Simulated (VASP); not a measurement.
Write the native input for VASP 6.6.1 that does the following.

```
Task                               : relaxation of cell and atoms
Functional                         : HSE06
Potentials or basis                : VASP PAW PBE potentials, release 64 (Ca_sv, F)
Cutoff                             : 600 eV
k mesh                             : 6 × 6 × 6
Occupations                        : fermi-dirac, width 0.02 eV
Spin                               : no spin polarisation
Dipole correction                  : no
Grid for exact exchange (PRECFOCK) : Normal
Further INCAR settings             : ALGO = Normal; EDIFF = 1e-07; IBRION = 2; EDIFFG = -0.005; NSW = 80; ISIF = 3
Share of exact exchange            : 0.25
Screening parameter                : 0.2079 1/Å
```

Crystal: CaF2.

```
Ca F
1.0
     0.00000    2.71959    2.71959
     2.71959    0.00000    2.71959
     2.71959    2.71959    0.00000
Ca F
1 2
Direct
  0.00000 0.00000 0.00000
  0.25000 0.25000 0.25000
  0.75000 0.75000 0.75000
```

One way to write it, as run:

POSCAR

```
CaF2
1.0
    0.0000000000      2.7195929737      2.7195929737
    2.7195929737      0.0000000000      2.7195929737
    2.7195929737      2.7195929737      0.0000000000
Ca F
1 2
Direct
    0.0000000000      0.0000000000      0.0000000000
    0.2500000000      0.2500000000      0.2500000000
    0.7500000000      0.7500000000      0.7500000000
```

INCAR.step1

```
SYSTEM = CaF2
ALGO = Normal
EDIFF = 1E-5
EDIFFG = -0.005
ENCUT = 600
GGA = PE
GGA_COMPAT = .FALSE.
IBRION = 2
ISIF = 3
ISMEAR = -1
KPAR = 4
LASPH = .TRUE.
LCHARG = .FALSE.
LREAL = .FALSE.
LWAVE = .TRUE.
NBANDS = 19
NELM = 120
NELMIN = 4
NSW = 100
PREC = Accurate
SIGMA = 0.02
```

INCAR.step2

```
SYSTEM = CaF2
ALGO = Normal
EDIFF = 1E-7
EDIFFG = -0.005
ENCUT = 600
GGA = PE
GGA_COMPAT = .FALSE.
HFSCREEN = 0.2079
IBRION = 2
ISIF = 3
ISMEAR = -1
ISTART = 1
KPAR = 4
LASPH = .TRUE.
LCHARG = .FALSE.
LHFCALC = .TRUE.
LREAL = .FALSE.
LWAVE = .FALSE.
NELM = 120
NELMIN = 4
NSW = 80
PREC = Accurate
PRECFOCK = Normal
SIGMA = 0.02
```

KPOINTS

```
k-points
0
G
  6 6 6
  0 0 0
```

Potentials or basis: VASP PAW PBE potentials, release 64 (Ca_sv, F).

Launch:

```sh
$ cat potpaw_PBE.64/Ca_sv/POTCAR potpaw_PBE.64/F/POTCAR > POTCAR
$ cp INCAR.step1 INCAR
$ mpirun -np 4 vasp_std > vasp.out
$ cp INCAR.step2 INCAR
$ mpirun -np 4 vasp_std > vasp.out
```

Results of the run:

| Item | Value |
| --- | --- |
| Relaxed volume | 13.67 Å³/atom |
| Relaxed cell | a = 3.870 Å, b = 3.870 Å, c = 3.870 Å, α = 60.00°, β = 60.00°, γ = 60.00° |
| Space group after relaxing (to 0.1 Å) | Fm-3m (No. 225) |
| Energy gained by relaxing | 1.3 meV/atom |
| Ionic steps | 3 |
| Pressure after relaxing | 0.0 GPa |
| Band gap on the k mesh | 9.30 eV (least direct gap 9.57 eV) |

Caveat: the PAW data sets were made with another functional, which shifts forces and pressure a little.

Wall time 58 min on 4 MPI ranks on Intel(R) Xeon(R) Platinum 8259CL CPU @ 2.50GHz (Skylake/Cascade Lake) (shared host), peak memory 0.31 GiB a rank.
